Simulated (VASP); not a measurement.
Here is a VASP 6.6.1 calculation.

File INCAR:

```
ALGO     = Normal         # electronic algorithm
EDIFF    = 1E-6           # SCF threshold, eV
ENCUT    = 520            # plane-wave cutoff, eV
GGA      = PS             # functional
ISIF     = 2              # what is computed and relaxed
ISMEAR   = 0              # smearing method
ISPIN    = 2              # spin polarisation
LASPH    = True           # aspherical terms in the spheres
LCHARG   = True           # write CHGCAR
LELF     = True           # ELF
LMAXMIX  = 4              # l up to which the mixer works
LORBIT   = 11             # projections on sites
LREAL    = False          # projectors in reciprocal space
LVHAR    = True         
LWAVE    = False          # write WAVECAR
MAGMOM   = 0.3 0.3        # initial moments
NBANDS   = 20             # bands
NELM     = 150            # most SCF steps
NUPDOWN  = 0.6            # fixed moment
PREC     = Accurate       # precision mode
SIGMA    = 0.15           # smearing width, eV
```

The input KPOINTS:

```
k-points
0
Gamma
  21 21 12
```

POSCAR

```
Ir
1.0
    2.7188340441      0.0000000000      0.0000000000
   -1.3594170221      2.3545793509      0.0000000000
    0.0000000000      0.0000000000      4.4080676386
Ir
2
Direct
    0.6666666667      0.3333333333      0.7500000000
    0.3333333333      0.6666666667      0.2500000000
```

Potentials or basis: VASP PAW PBE potentials, release 64 (Ir).

Command:

```bash
$ cat potpaw_PBE.64/Ir/POTCAR > POTCAR
$ mpirun -np 1 vasp_std > vasp.out
```

Question: Predict the pressure.

Answer: 1.9 GPa.

Stress tensor (GPa, compression positive):
```
2.08 0.00 0.00
0.00 2.08 0.00
0.00 0.00 1.67
```

Caveat: the PAW data sets were made with another functional, which shifts forces and pressure a little; the total moment is fixed, so each spin has its own Fermi level.
